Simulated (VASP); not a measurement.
BaTiO3: single point with r2SCAN+U

BaTiO3:

```
Ba Ti O
1.0
    -4.06031   -4.06031    0.00000
    -4.06031    4.06031    0.00000
     0.00000    0.00000   -4.06031
Ba Ti O
2 2 6
Direct
  0.00000 0.50000 0.50000
  0.50000 0.00000 0.50000
  0.00000 0.00000 0.00000
  0.50000 0.50000 0.00000
  0.75000 0.75000 0.00000
  0.25000 0.25000 0.00000
  0.75000 0.25000 0.00000
  0.25000 0.75000 0.00000
  0.00000 0.00000 0.50000
  0.50000 0.50000 0.50000
```

```yaml
Program: VASP 6.6.1
Task: single point
Functional: r2SCAN
Potentials_or_basis: VASP PAW PBE potentials, release 64 (Ba_sv, Ti_sv, O)
Cutoff: 520 eV
k_mesh: 4 × 4 × 6
Occupations: methfessel-paxton, width 0.2192 eV
Spin: collinear spin, zero start
Starting_moments: "[0.0, 0.0, 0.0, 0.0, 0.0, 0.0, 0.0, 0.0, 0.0, 0.0] μB"
Hubbard_terms: Ti d U = 2.89 eV
```

```
Pressure                                              : -4.3 GPa
Band gap on the k mesh                                : 2.39 eV
Net moment                                            : 0.00 μB per cell
Valence electrons inside the program's atomic spheres : Ba 7.96; Ti 9.93; O 5.05
```

Levels at points of the mesh, in eV from the valence-band top:
Spin up:
| k point | band 36 | band 37 | band 38 | band 39 | band 40 | band 41 | band 42 | band 43 | band 44 | band 45 |
| --- | --- | --- | --- | --- | --- | --- | --- | --- | --- | --- |
| (0.00, 0.00, 0.00) | -0.92 | -0.22 | -0.22 | -0.22 | -0.09 | 2.39 | 2.39 | 2.39 | 3.91 | 3.91 |
| (0.50, 0.00, 0.00) | -1.00 | -0.97 | -0.97 | -0.52 | -0.52 | 3.21 | 3.21 | 3.32 | 3.32 | 3.57 |
| (0.50, 0.50, 0.00) | -1.71 | -0.79 | -0.79 | -0.79 | -0.79 | 2.55 | 2.55 | 3.92 | 3.92 | 3.96 |
| (0.00, 0.00, 0.50) | -0.79 | -0.79 | 0.00 | 0.00 | 0.00 | 2.55 | 3.92 | 3.96 | 3.96 | 4.60 |
| (0.50, 0.00, 0.50) | -0.88 | -0.61 | -0.61 | -0.46 | -0.46 | 3.76 | 3.76 | 4.18 | 4.18 | 4.18 |
| (0.50, 0.50, 0.50) | -0.92 | -0.92 | -0.92 | -0.08 | -0.08 | 3.97 | 3.97 | 3.97 | 3.97 | 4.40 |
Spin down:
```tsv
k point	band 36	band 37	band 38	band 39	band 40	band 41	band 42	band 43	band 44	band 45
(0.00, 0.00, 0.00)	-0.92	-0.22	-0.22	-0.22	-0.09	2.39	2.39	2.39	3.91	3.91
(0.50, 0.00, 0.00)	-1.00	-0.97	-0.97	-0.52	-0.52	3.21	3.21	3.32	3.32	3.57
(0.50, 0.50, 0.00)	-1.71	-0.79	-0.79	-0.79	-0.79	2.55	2.55	3.92	3.92	3.96
(0.00, 0.00, 0.50)	-0.79	-0.79	0.00	0.00	0.00	2.55	3.92	3.96	3.96	4.60
(0.50, 0.00, 0.50)	-0.88	-0.61	-0.61	-0.46	-0.46	3.76	3.76	4.18	4.18	4.18
(0.50, 0.50, 0.50)	-0.92	-0.92	-0.92	-0.08	-0.08	3.97	3.97	3.97	3.97	4.40
```

Eigenvalues of the final occupation matrices:
```csv
site,spin,trace,eigenvalues
site 3 d,1,0.75,0.10 0.10 0.10 0.23 0.23
site 3 d,2,0.75,0.10 0.10 0.10 0.23 0.23
site 4 d,1,0.75,0.10 0.10 0.10 0.23 0.23
site 4 d,2,0.75,0.10 0.10 0.10 0.23 0.23
```

Wall time 42 min on 1 thread of Oxide Virtual Turin-like Processor, on a shared host, peak memory 0.46 GiB.

Caveat: the cell stands under tension; the PAW data sets were made with another functional, which shifts forces and pressure a little; spin-orbit coupling is left out, which moves the levels of the heavy elements. A k mesh can miss the band edges.
